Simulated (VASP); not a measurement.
# SnSe2 (P-3m1) in VASP: a series of runs, part 2 of 2

VASP 6.6.1. Earlier steps stand in the parts before.

### Step 3. Vibrations by perturbation theory, PBEsol

Contents of INCAR:

```
SYSTEM = SnSe2
PREC = Accurate
ENCUT = 520
EDIFF = 1E-8
ISMEAR = 0
SIGMA = 0.05
LREAL = .False.
LASPH = .True.
NELM = 60
ALGO = Normal
ISIF = 2
LWAVE = .False.
LCHARG = .False.
GGA = PS
NBANDS = 20
IBRION = 8
NSW = 1
```

Contents of KPOINTS:

```
regular mesh
0
Gamma
  8 8 4
  0 0 0
```

Contents of POSCAR:

```
SnSe2
1.0
    3.8172006016      0.0000000000      0.0000000000
   -1.9086003008      3.3057926923      0.0000000000
    0.0000000000      0.0000000000      6.1667051912
Sn Se
1 2
Direct
    0.0000000000      0.0000000000      0.0000000000
    0.3333333333      0.6666666667      0.2573338118
    0.6666666667      0.3333333333      0.7426661882
```

Potentials or basis: VASP PAW PBE potentials, release 64 (Sn_d, Se).

Launch:

```bash
cat potpaw_PBE.64/Sn_d/POTCAR potpaw_PBE.64/Se/POTCAR > POTCAR
mpirun -np 1 vasp_std > vasp.out
```

OUTCAR:

```text
SYSTEM = SnSe2
   PREC = Accurate
   ENCUT = 520
   EDIFF = 1E-8
   ISMEAR = 0
   LREAL = .False.
   LASPH = .True.
   NELM = 60
   ISIF = 2
   GGA = PS
   IBRION = 8
   NSW = 1

 ion  position               nearest neighbor table
   1  0.000  0.000  0.000-   2 2.72   3 2.72   2 2.72   3 2.72   3 2.72   2 2.72
   2  0.333  0.667  0.257-   1 2.72   1 2.72   1 2.72
   3  0.667  0.333  0.743-   1 2.72   1 2.72   1 2.72

  LATTYP: Found a hexagonal cell.
 ALAT       =     3.8172006016
 C/A-ratio  =     1.6155046158
[... 830 lines left out ...]
  3X     2.607765    0.000000    0.000000    0.740138    0.000000    0.000000   -3.347903    0.000000    0.000000
  3Y     0.000000    2.607765    0.000000    0.000000    0.740138    0.000000    0.000000   -3.347903   -0.000000
  3Z     0.000000    0.000000    7.492725    0.000000   -0.000000    0.969695    0.000000    0.000000   -8.462420

 Eigenvectors and eigenvalues of the dynamical matrix
 ----------------------------------------------------

   1 f  =    7.347941 THz    46.168476 2PiTHz  245.100932 cm-1    30.388629 meV
             X         Y         Z           dx          dy          dz
      0.000000  0.000000  0.000000     0.000000    0.000000   -0.755289
     -0.000000  2.203862  1.586902     0.000000    0.000000    0.463432
      1.908600  1.101931  4.579803    -0.000000   -0.000000    0.463432
[... 43 lines left out ...]
   9 f/i=    0.003240 THz     0.020356 2PiTHz    0.108067 cm-1     0.013399 meV
             X         Y         Z           dx          dy          dz
      0.000000  0.000000  0.000000    -0.393147   -0.523284   -0.000000
     -0.000000  2.203862  1.586902    -0.321122   -0.427417   -0.000000
      1.908600  1.101931  4.579803    -0.321122   -0.427417   -0.000000

--------------------------------------------------------------------------------------------------------

 ELASTIC MODULI CONTR FROM IONIC RELAXATION (kBar)
 Direction    XX          YY          ZZ          XY          YZ          ZX
 --------------------------------------------------------------------------------
 XX        -144.1077   -127.2293   -349.5311      0.0000     40.2793     -0.0000
 YY        -127.2293   -144.1077   -349.5311      0.0000    -40.2793     -0.0000
 ZZ        -349.5311   -349.5311   -900.5185      0.0000     -0.0000     -0.0000
 XY           0.0000      0.0000      0.0000     -8.4392     -0.0000     51.6980
 YZ          40.2793    -40.2793     -0.0000     -0.0000   -192.2477      0.0000
 ZX          -0.0000     -0.0000     -0.0000     51.6980      0.0000   -316.6981
 --------------------------------------------------------------------------------
```

OSZICAR:

```text
N       E                     dE             d eps       ncg     rms          rms(c)
DAV:   1     0.206235762407E+03    0.20624E+03   -0.12250E+04  1424   0.148E+03
DAV:   2     0.109528491602E+02   -0.19528E+03   -0.18765E+03  1456   0.377E+02
DAV:   3    -0.124050774181E+02   -0.23358E+02   -0.22884E+02  1700   0.115E+02
DAV:   4    -0.132269276569E+02   -0.82185E+00   -0.82018E+00  1672   0.225E+01
[... 72 lines left out ...]
RMM:   9    -0.976623142574E-01    0.95135E-07    0.22268E-07  2794   0.272E-04    0.402E-05
RMM:  10    -0.976622313793E-01    0.82878E-07    0.62573E-08  2980   0.113E-04    0.115E-05
RMM:  11    -0.976622584225E-01   -0.27043E-07   -0.89153E-08  2813   0.745E-05    0.315E-06
RMM:  12    -0.976622645503E-01   -0.61279E-08   -0.63049E-09  3031   0.613E-05    0.840E-07
 Linear response finished
```

stdout:

```text
POSCAR found type information on POSCAR SnSe
 POSCAR found :  2 types and       3 ions
 scaLAPACK will be used
 -----------------------------------------------------------------------------
|                                                                             |
|                                                                             |
|     You enforced a specific xc type in the INCAR file but a different       |
|     I HOPE YOU KNOW WHAT YOU ARE DOING!                                     |
|                                                                             |
 -----------------------------------------------------------------------------

 LDA part: xc-table for (Slater+PW92), standard interpolation
 POSCAR, INCAR and KPOINTS ok, starting setup
 FFT: planning ... GRIDC
 FFT: planning ... GRID_SOFT
 FFT: planning ... GRID
 WAVECAR not read
 entering main loop
 Linear response reoptimize wavefunctions to high precision
 Linear response DOF=           4
 Linear response progress:
 first order change of Fermi-energy  -0.54263E-04
 force on displaced ion       1 direction 1 :  -5.231   0.000   0.000
 Linear response progress:
 first order change of Fermi-energy   0.12394E-03
 force on displaced ion       1 direction 3 :  -0.000   0.000 -14.960
 Linear response progress:
 first order change of Fermi-energy  -0.34655E-05
 force on displaced ion       2 direction 1 :  -3.348  -0.001  -0.000
 Linear response progress:
 first order change of Fermi-energy   0.66239E+00
 force on displaced ion       2 direction 3 :   0.000  -0.000  -8.462
 Linear response finished
```

Run time: 6.4 min. Hardware: 1 thread of AMD EPYC 9R45 (Zen 5), shared host; peak memory 0.51 GiB.

What came out:

| Property | Result |
| --- | --- |
| Highest phonon frequency at Γ, LO-TO splitting left out | 245 cm⁻¹ |

Phonon frequencies in cm⁻¹ (negative: imaginary):
```csv
q point,frequencies
"(0.000, 0.000, 0.000)",0 0 0 119 119 145 145 180 245
```

Caveat: spin-orbit coupling is left out, which moves the levels of the heavy elements.
